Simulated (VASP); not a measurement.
Set up this calculation in VASP 6.6.1, as the native input.

```yaml
Task: single point
Functional: PBE exchange alone
Potentials_or_basis: VASP PAW PBE potentials, release 64 (Al, N)
Cutoff: 520 eV
k_mesh: 10 × 10 × 6
Occupations: fermi-dirac, width 0.05 eV
Spin: no spin polarisation
Dipole_correction: no
Further_INCAR_settings: ALGO = Normal; EDIFF = 1e-07; NBANDS = 16
```

The structure of AlN lies in POSCAR:

```
AlN
1.0
    3.1336164949      0.0000000000      0.0000000000
   -1.5668082474      2.7137914903      0.0000000000
    0.0000000000      0.0000000000      5.0139877163
Al N
2 2
Direct
    0.6666666667      0.3333333333      0.5000000000
    0.3333333333      0.6666666667      0.0000000000
    0.6666666667      0.3333333333      0.8800000000
    0.3333333333      0.6666666667      0.3800000000
```

One way to write it, as run:

INCAR

```
SYSTEM = AlN
PREC     = Accurate       ! precision mode
ENCUT    = 520            ! plane-wave cutoff, eV
EDIFF    = 1E-7           ! SCF threshold, eV
ISMEAR   = -1             ! smearing method
SIGMA    = 0.05           ! smearing width, eV
LREAL    = .False.        ! projectors in reciprocal space
LASPH    = .True.         ! aspherical terms in the spheres
NELM     = 100            ! most SCF steps
ALGO     = Normal         ! electronic algorithm
ISIF     = 2              ! what is computed and relaxed
LWAVE    = .False.        ! write WAVECAR
LCHARG   = .False.        ! write CHGCAR
GGA      = PE             ! functional
ALDAC    = 0.0          
AGGAC    = 0.0          
NBANDS   = 16             ! bands
```

KPOINTS

```
Automatic mesh
0
Gamma
  10 10 6
  0 0 0
```

Potentials or basis: VASP PAW PBE potentials, release 64 (Al, N).

The run is started by

```bash
$ cat potpaw_PBE.64/Al/POTCAR potpaw_PBE.64/N/POTCAR > POTCAR
$ mpirun -np 1 vasp_std > vasp.out
```

Results of the run:

```json
{
 "Pressure": "13.7 GPa",
 "Largest force": "0.109 eV/Å",
 "Band gap on the k mesh": "4.35 eV, direct"
}
```

It took 18 s on 1 thread of AMD EPYC 9R45 96-Core Processor (Zen 5) (shared host), peak memory 0.14 GiB.
